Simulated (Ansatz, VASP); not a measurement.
# One calculation of Ca3TeRu2, two programs

```
CELL_PARAMETERS angstrom
4.95942 0.00000 0.00000
-2.47971 4.29499 0.00000
0.00000 0.00000 6.29019
ATOMIC_POSITIONS crystal
Ca 0.50000 0.00000 0.50000
Ca 0.00000 0.50000 0.50000
Ca 0.50000 0.50000 0.50000
Te 0.00000 0.00000 0.00000
Ru 0.00000 0.00000 0.34467
Ru 0.00000 0.00000 0.65533
```

Alike in both runs: task single point; functional PBE; k mesh 6 × 6 × 4; occupations gaussian, width 0.1 eV; no spin polarisation.

```csv
,VASP,Ansatz
version,VASP 6.6.1,Ansatz 0.2.0
potentials or method,"VASP PAW PBE potentials, release 64 (Ca_sv, Te, Ru_pv), cutoff 520 eV","scalar-relativistic, plane waves, PAW"
valence electrons in the cell,64,78
```

|  | VASP | Ansatz | Ansatz less VASP |
| --- | --- | --- | --- |
| gap on the k mesh at the Fermi level (eV) | none | none | - |
| rms of the force components (eV/Å) | 2.522 | 2.250 | -0.2721 |

Atom by atom the forces differ by 0.272 eV/Å (rms over components). A gap of «none» marks a metal or a gap that the smearing closes. The functional is the same, so the differences come from potentials, cutoffs and numerics. VASP's potentials hold 64 valence electrons a cell and Ansatz's 78, so a difference there can come from the potentials and not from the codes.

Spin-orbit coupling is off throughout.
